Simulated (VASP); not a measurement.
# PbF2 (Fm-3m) in VASP: a series of runs, part 2 of 2

VASP 6.6.1. Earlier steps stand in the parts before.

### 3 Relaxation of cell and atoms, PBE

This run uses another cell than the first one, of 17.35 Å³/atom.

The input, INCAR:

```
SYSTEM = PbF2
ALGO = Normal
EDIFF = 1E-7
EDIFFG = -0.005
ENCUT = 600
GGA = PE
IBRION = 2
ISIF = 3
ISMEAR = 0
LASPH = .True.
LCHARG = .False.
LREAL = .False.
LWAVE = .False.
NELM = 60
NSW = 100
PREC = Accurate
SIGMA = 0.02
```

The input, KPOINTS:

```
k-points
0
Gamma
  8 8 8
  0 0 0
```

The input, POSCAR:

```
PbF2
1.0
    0.0000000000      2.9636600000      2.9636600000
    2.9636600000      0.0000000000      2.9636600000
    2.9636600000      2.9636600000      0.0000000000
Pb F
1 2
Direct
    0.0000000000      0.0000000000      0.0000000000
    0.2500000000      0.2500000000      0.2500000000
    0.7500000000      0.7500000000      0.7500000000
```

Potentials or basis: VASP PAW PBE potentials, release 64 (Pb_d, F).

Started as:

```sh
cat potpaw_PBE.64/Pb_d/POTCAR potpaw_PBE.64/F/POTCAR > POTCAR
mpirun -np 1 vasp_std > vasp.out
```

OUTCAR:

```text
SYSTEM = PbF2
   EDIFF = 1E-7
   EDIFFG = -0.005
   ENCUT = 600
   GGA = PE
   IBRION = 2
   ISIF = 3
   ISMEAR = 0
   LASPH = .True.
   LREAL = .False.
   NELM = 60
   NSW = 100
   PREC = Accurate

 ion  position               nearest neighbor table
   1  0.000  0.000  0.000-   3 2.57   3 2.57   3 2.57   2 2.57   2 2.57   2 2.57   3 2.57   2 2.57

   2  0.250  0.250  0.250-   1 2.57   1 2.57   1 2.57   1 2.57
   3  0.750  0.750  0.750-   1 2.57   1 2.57   1 2.57   1 2.57

  LATTYP: Found a face centered cubic cell.
 ALAT       =     5.9273200000

  Lattice vectors:

 A1 = (   0.0000000000,   2.9636600000,   2.9636600000)
 A2 = (   2.9636600000,   0.0000000000,   2.9636600000)
 A3 = (   2.9636600000,   2.9636600000,   0.0000000000)

[... 257 lines left out ...]
  ---------------------------------------------------
  free energy    TOTEN  =       -14.35055486 eV

  energy without entropy =      -14.35055486  energy(sigma->0) =      -14.35055486

 E-fermi :   1.6549     XC(G=0):  -9.2394

 val. band max:        1.4816378947   @ k =  -0.2500   0.5000   0.2500
 cond. band min:       5.9010805844   @ k =   0.5000   0.5000   0.0000
 fundamental gap:      4.4194426897
 Fermi energy:         1.6549402137

 k-point     1 :       0.0000    0.0000    0.0000
  band No.  band energies     occupation
      1     -19.3474      2.00000
      2     -18.7853      2.00000
      3     -12.9214      2.00000
      4     -12.9214      2.00000
      5     -12.9214      2.00000
      6     -12.8783      2.00000
[... 481 lines left out ...]
      5     -12.8546      2.00000
      6     -12.8264      2.00000
[... 10 lines left out ...]
     17       9.1082      0.00000
     18      12.4321      0.00000

 [... further k-points ...]

------------------------ aborting loop because EDIFF is reached ----------------------------------------

  FORCE on cell =-STRESS in cart. coord.  units (eV):
  Direction    XX          YY          ZZ          XY          YZ          ZX
  --------------------------------------------------------------------------------------
  -------------------------------------------------------------------------------------
  Total        0.0011056      0.0011056      0.0011056      0.0000000      0.0000000      0.0000000
  in kB        0.0328982      0.0328982      0.0328982      0.0000000      0.0000000      0.0000000
  external PRESSURE =       0.0328982 kB  Pullay stress =       0.0000000 kB
[... 18 lines left out ...]
  FREE ENERGIE OF THE ION-ELECTRON SYSTEM (eV)
  ---------------------------------------------------
  free  energy   TOTEN  =       -14.3505548617 eV

  energy  without entropy=      -14.3505548617  energy(sigma->0) =      -14.35055486

 reached required accuracy - stopping structural energy minimisation
```

OSZICAR:

```text
N       E                     dE             d eps       ncg     rms          rms(c)
DAV:   1     0.322045202847E+03    0.32205E+03   -0.16371E+04  1044   0.196E+03
DAV:   2     0.123924246929E+02   -0.30965E+03   -0.29957E+03  1204   0.485E+02
DAV:   3    -0.153396950367E+02   -0.27732E+02   -0.27444E+02  1180   0.158E+02
[... 29 lines left out ...]
DAV:   4    -0.143505505438E+02    0.72884E-04   -0.44701E-04  1210   0.319E-01    0.181E-02
DAV:   5    -0.143505583894E+02   -0.78456E-05   -0.64352E-05  1108   0.101E-01    0.117E-02
DAV:   6    -0.143505549011E+02    0.34884E-05   -0.17766E-05  1328   0.553E-02    0.208E-03
DAV:   7    -0.143505548728E+02    0.28308E-07   -0.11057E-06  1168   0.961E-03    0.368E-04
DAV:   8    -0.143505548617E+02    0.11081E-07   -0.32829E-08   598   0.171E-03
   3 F= -.14350555E+02 E0= -.14350555E+02  d E =-.131380E-01
```

Run time: 2.6 min. Hardware: 1 thread of AMD EPYC 7R13, shared host; peak memory 0.19 GiB.

What came out:

* Free energy: -14.3506 eV
* Relaxed volume: 17.95 Å³/atom
* Relaxed cell: a = 4.239 Å, b = 4.239 Å, c = 4.239 Å, α = 60.00°, β = 60.00°, γ = 60.00°
* Space group after relaxing (to 0.1 Å): Fm-3m (No. 225)
* Energy gained by relaxing: 4.4 meV/atom
* Ionic steps: 3
* Pressure after relaxing: 0.0 GPa
* Band gap on the k mesh: 4.42 eV (least direct gap 4.56 eV)

Step by step:
| step | energy change (eV) | largest force (eV/Å) | pressure (GPa) | volume (Å³) |
| --- | --- | --- | --- | --- |
| 1 | 0.0000 | 0.0000 | 2.44 | 52.06 |
| 2 | -0.0129 | 0.0000 | -0.28 | 54.08 |
| 3 | -0.0131 | 0.0000 | 0.00 | 53.84 |

Final structure:
```
Pb F
1.0
     0.00000    2.99711    2.99711
     2.99711    0.00000    2.99711
     2.99711    2.99711    0.00000
Pb F
1 2
Direct
  0.00000 0.00000 0.00000
  0.25000 0.25000 0.25000
  0.75000 0.75000 0.75000
```

Caveat: spin-orbit coupling is left out, which moves the levels of the heavy elements. PBE usually gives volumes a little too large and moduli too small.

### 4 Single point, PBE

This run uses another cell than the first one, of 17.35 Å³/atom.

The input, INCAR:

```
SYSTEM = PbF2
ALGO     = Normal         ! electronic algorithm
EDIFF    = 1E-6           ! SCF threshold, eV
ENCUT    = 600            ! plane-wave cutoff, eV
GGA      = PE             ! functional
GGA_COMPAT= .FALSE.      
ISIF     = 2              ! what is computed and relaxed
ISMEAR   = 0              ! smearing method
LASPH    = .TRUE.         ! aspherical terms in the spheres
LCHARG   = .FALSE.        ! write CHGCAR
LREAL    = .FALSE.        ! projectors in reciprocal space
LWAVE    = .FALSE.        ! write WAVECAR
NBANDS   = 21             ! bands
NELM     = 120            ! most SCF steps
PREC     = Accurate       ! precision mode
SIGMA    = 0.1            ! smearing width, eV
```

The input, KPOINTS:

```
k-points
0
G
  6 6 6
  0 0 0
```

POSCAR is that of step 3.

Started as:

```sh
cat potpaw_PBE.64/Pb_d/POTCAR potpaw_PBE.64/F/POTCAR > POTCAR
mpirun -np 1 vasp_std > vasp.out
```

Run time: 46 s. Hardware: 1 thread of Intel Xeon 8259CL, shared host; peak memory 0.2 GiB.

Results (log left out):

```
Free energy            : -14.3374 eV
Pressure               : 2.4 GPa
Band gap on the k mesh : 4.44 eV (least direct gap 4.56 eV)
```

Levels at points of the mesh, in eV from the valence-band top:
```csv
k point,band 12,band 13,band 14,band 15,band 16,band 17
"(0.00, 0.00, 0.00)",-1.96,-1.96,-1.96,6.80,6.80,6.80
"(0.50, 0.00, 0.00)",-2.12,-2.12,-0.01,5.05,7.69,7.69
"(0.50, 0.50, 0.00)",-1.53,-1.53,-0.12,4.44,7.92,7.92
```

Caveat: spin-orbit coupling is left out, which moves the levels of the heavy elements.

### 5 The runs side by side

```tsv
task	cell	k mesh	cutoff (eV)	smearing	gap on the mesh (eV)	pressure (GPa)
single point	a = 4.326 Å, angles 60.0°, 3 atoms	8 × 8 × 8	520	gaussian 0.02 eV	4.38	-3.6
relaxation of cell and atoms	relaxed from a = 4.191 Å, angles 60.0°, 3 atoms	8 × 8 × 8	600	gaussian 0.02 eV	4.42	0.0
single point	a = 4.191 Å, angles 60.0°, 3 atoms	6 × 6 × 6	600	gaussian 0.1 eV	4.44	2.4
```

Alike in all rows: level PBE; potentials or basis VASP PAW PBE potentials, release 64 (Pb_d, F); no spin polarisation.

Caveats: spin-orbit coupling is left out, which moves the levels of the heavy elements; the cell stands under tension (at least some runs).

Total energies depend on the potentials used, so only differences within one code and one set of settings carry meaning.
